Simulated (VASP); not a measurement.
SiO2, 12 atoms in the cell. The structure is tetragonal, space group P4_12_12 (No. 92). The conventional cell has a = 4.978 Å, b = 4.978 Å, c = 6.948 Å, α = 90.00°, β = 90.00°, γ = 90.00°. Si (site symmetry 2) has 4 O at 1.63 Å within 2.2 Å. Within 2.2 Å of O (site symmetry 1) lie 2 Si at 1.63 Å. 

- Program: VASP 6.6.1
- Task: single point
- Functional: PBE
- Potentials or basis: VASP PAW PBE potentials, release 64 (Si, O)
- Cutoff: 520 eV
- k mesh: 5 × 5 × 4
- Occupations: fermi-dirac, width 0.02 eV
- Spin: no spin polarisation
- Dipole correction: no
- Further INCAR settings: ALGO = Normal; EDIFF = 1e-07; NBANDS = 44

Potentials or basis: VASP PAW PBE potentials, release 64 (Si, O).

Launch:

```console
$ cat potpaw_PBE.64/Si/POTCAR potpaw_PBE.64/O/POTCAR > POTCAR
$ mpirun -np 1 vasp_std > vasp.out
```

Hardware: 1 thread of Intel(R) Xeon(R) Platinum 8259CL CPU @ 2.50GHz (Skylake/Cascade Lake), with other jobs on the host.

Question: Estimate the wall time of this run.

Answer: Run time: 3.1 min on 1 thread of Intel(R) Xeon(R) Platinum 8259CL CPU @ 2.50GHz (Skylake/Cascade Lake) (shared host), peak memory 0.3 GiB. Counts: scf iterations 15, k points 18.
